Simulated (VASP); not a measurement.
Set up this calculation in VASP 6.6.1, as the native input.

```yaml
Task: relaxation of cell and atoms
Functional: PBE
Potentials_or_basis: VASP PAW PBE potentials, release 64 (Cd, Hg, Se)
Cutoff: 600 eV
k_mesh: 4 × 4 × 2
Occupations: gaussian, width 0.1 eV
Spin: no spin polarisation
Dipole_correction: no
Further_INCAR_settings: ALGO = Normal; EDIFF = 1e-06; IBRION = 2; EDIFFG = -0.04; NSW = 90; ISIF = 3
```

The structure of CdHg3Se4 lies in POSCAR:

```
CdHg3Se4
1.0
    4.2565572000      0.0000000000      0.0000000000
    0.0000000000      4.2565572000      0.0000000000
    0.0000000000      0.0000000000     12.0393618600
Cd Hg Se
1 3 4
Direct
    0.5000000000      0.5000000000      0.5000000000
    0.0000000000      0.0000000000      0.7500000000
    0.5000000000      0.5000000000      0.0000000000
    0.0000000000      0.0000000000      0.2500000000
    0.5000000000      0.0000000000      0.8750000000
    0.0000000000      0.5000000000      0.1250000000
    0.5000000000      0.0000000000      0.3750000000
    0.0000000000      0.5000000000      0.6250000000
```

One way to write it, as run:

INCAR

```
PREC = Accurate
ENCUT = 600
EDIFF = 1E-6
ISMEAR = 0
SIGMA = 0.1
LREAL = False
LASPH = True
NELM = 60
ALGO = Normal
ISIF = 3
LWAVE = False
LCHARG = False
GGA = PE
IBRION = 2
NSW = 90
EDIFFG = -0.04
```

KPOINTS

```
regular mesh
0
Gamma
  4 4 2
```

Potentials or basis: VASP PAW PBE potentials, release 64 (Cd, Hg, Se).

Run with:

```bash
$ cat potpaw_PBE.64/Cd/POTCAR potpaw_PBE.64/Hg/POTCAR potpaw_PBE.64/Se/POTCAR > POTCAR
$ mpirun -np 1 vasp_std > vasp.out
```

It gave:

```
Relaxed volume                        : 30.61 Å³/atom
Relaxed cell                          : a = 4.440 Å, b = 4.440 Å, c = 12.421 Å, α = 90.00°, β = 90.00°, γ = 90.00°
Space group after relaxing (to 0.1 Å) : P-4m2 (No. 115)
Energy gained by relaxing             : 64.2 meV/atom
Ionic steps                           : 8
Pressure after relaxing               : 0.1 GPa
Largest force after relaxing          : 0.030 eV/Å
```

Caveat: the k points lie up to 0.35 Å⁻¹ apart in the final cell.

Wall time 5.5 min on 1 thread of Intel(R) Xeon(R) 6975P-C (Granite Rapids), with other jobs on the host, peak memory 0.44 GiB.
